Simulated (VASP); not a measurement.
A run of VASP 6.6.1:

POSCAR

```
TiAg
1.0
    2.9038120000      0.0000000000      0.0000000000
    0.0000000000      2.9038120000      0.0000000000
    0.0000000000      0.0000000000      8.1327030000
Ti Ag
2 2
Direct
    0.0000000000      0.5000000000      0.8834880000
    0.5000000000      0.0000000000      0.1165120000
    0.0000000000      0.5000000000      0.3732510000
    0.5000000000      0.0000000000      0.6267490000
```

File INCAR.step1:

```
PREC = Accurate
ENCUT = 600
ISMEAR = 0
SIGMA = 0.05
LREAL = False
LASPH = True
NELM = 80
GGA = PE
ALGO = Normal
EDIFF = 1E-4
LWAVE = True
LCHARG = False
```

INCAR.step2

```
PREC = Accurate
ENCUT = 600
EDIFF = 1E-6
ISMEAR = 0
SIGMA = 0.05
LREAL = False
LASPH = True
NELM = 80
ALGO = Normal
ISIF = 3
LWAVE = False
LCHARG = False
METAGGA = R2SCAN
LMIXTAU = True
IBRION = 2
NSW = 80
EDIFFG = -0.01
ISTART = 1
```

Contents of KPOINTS:

```
regular mesh
0
Gamma
  7 7 3
```

Potentials or basis: VASP PAW PBE potentials, release 64 (Ti_sv, Ag).

Launch:

```bash
$ cat potpaw_PBE.64/Ti_sv/POTCAR potpaw_PBE.64/Ag/POTCAR > POTCAR
$ cp INCAR.step1 INCAR
$ mpirun -np 1 vasp_std > vasp.out
$ cp INCAR.step2 INCAR
$ mpirun -np 1 vasp_std > vasp.out
```

Hardware: 1 thread of Intel Xeon 8259CL, on a shared host.

Question: How long does it take, and how much memory?

Answer: It took 14 min on 1 thread of Intel Xeon 8259CL (shared host), peak memory 0.24 GiB. Counts: k points 20, ion steps 6.
